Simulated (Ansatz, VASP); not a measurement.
# Two plane-wave programs on ZrBRu

Contents of INCAR:

```
PREC = Accurate ; ENCUT = 520
EDIFF = 1E-6 ; ISMEAR = 1
SIGMA = 0.1462 ; LREAL = False
LASPH = True ; NELM = 60
ALGO = Normal ; ISIF = 2
LWAVE = False ; LCHARG = False
GGA = PS ; NBANDS = 54
```

The input KPOINTS:

```
regular mesh
0
Gamma
  4 4 5
```

POSCAR

```
ZrBRu
1.0
    3.0802400000      5.3351320000      0.0000000000
   -3.0802400000      5.3351320000      0.0000000000
    0.0000000000      0.0000000000      3.3842180000
Ru Zr B
3 3 3
Direct
    0.2480000000      0.7520000000      0.0000000000
    0.7520000000      0.0000000000      0.0000000000
    0.0000000000      0.2480000000      0.0000000000
    0.5800000000      0.4200000000      0.5000000000
    0.4200000000      0.0000000000      0.5000000000
    0.0000000000      0.5800000000      0.5000000000
    0.0000000000      0.0000000000      0.5000000000
    0.3333000000      0.3334000000      0.0000000000
    0.6667000000      0.6666000000      0.0000000000
```

Input for Ansatz:

```yaml
crystal:
  lattice:
    - [3.08024, 5.335132, 0.0]
    - [-3.08024, 5.335132, 0.0]
    - [0.0, 0.0, 3.384218]
  atoms:
    - { symbol: Ru, position: [0.248, 0.752, 0.0] }
    - { symbol: Ru, position: [0.752, 0.0, 0.0] }
    - { symbol: Ru, position: [0.0, 0.248, 0.0] }
    - { symbol: Zr, position: [0.58, 0.42, 0.5] }
    - { symbol: Zr, position: [0.42, 0.0, 0.5] }
    - { symbol: Zr, position: [0.0, 0.58, 0.5] }
    - { symbol: B, position: [0.0, 0.0, 0.5] }
    - { symbol: B, position: [0.3333, 0.3334, 0.0] }
    - { symbol: B, position: [0.6667, 0.6666, 0.0] }
  symmetry: { tolerance: 0.0003 }
kpoints:
  mp_grid: { grid: [4, 4, 5], shift: [0, 0, 0] }
magnetization:
  spin_polarized: false
scf:
  occupations: { method: cold, width: 0.1462 }
hamiltonian:
  pseudopotentials: { kind: paw }
  xc: pbesol
basis:
  ecutwfc: 420
output:
  forces: true
  stress: true
  eigenvalues: true
```

Alike in both runs: task single point; functional PBEsol; k mesh 4 × 4 × 5; no spin polarisation.

|  | VASP | Ansatz |
| --- | --- | --- |
| version | VASP 6.6.1 | Ansatz 0.2.0 |
| potentials or method | VASP PAW PBE potentials, release 64 (Ru_pv, Zr_sv, B), cutoff 520 eV | PAW plane waves |
| occupations | methfessel-paxton of order 1, width 0.1462 eV | cold, width 0.1462 eV |
| valence electrons in the cell | 87 | 93 |

Ansatz gave:

```
gap on the k mesh at the Fermi level (eV)                     : none
pressure (GPa)                                                : 15.0
traceless stress, the component that is largest in VASP (GPa) : -15.69
rms of the force components (eV/Å)                            : 0.275
```

Q: What did VASP give for the same quantities?

A: gap on the k mesh at the Fermi level (eV): none; pressure (GPa): 15.3; traceless stress, the component that is largest in VASP (GPa): -15.53; rms of the force components (eV/Å): 0.274.

VASP's potentials were made for PBE, not for PBEsol. Atom by atom the forces differ by 0.003 eV/Å (rms over components). A gap of «none» marks a metal or a gap that the smearing closes. VASP's potentials hold 87 valence electrons a cell and Ansatz's 93, so a difference there can come from the potentials and not from the codes. Ansatz's warnings: structure snapped to symmetry.

The k mesh is coarse, so the values compare programs but aren't converged.
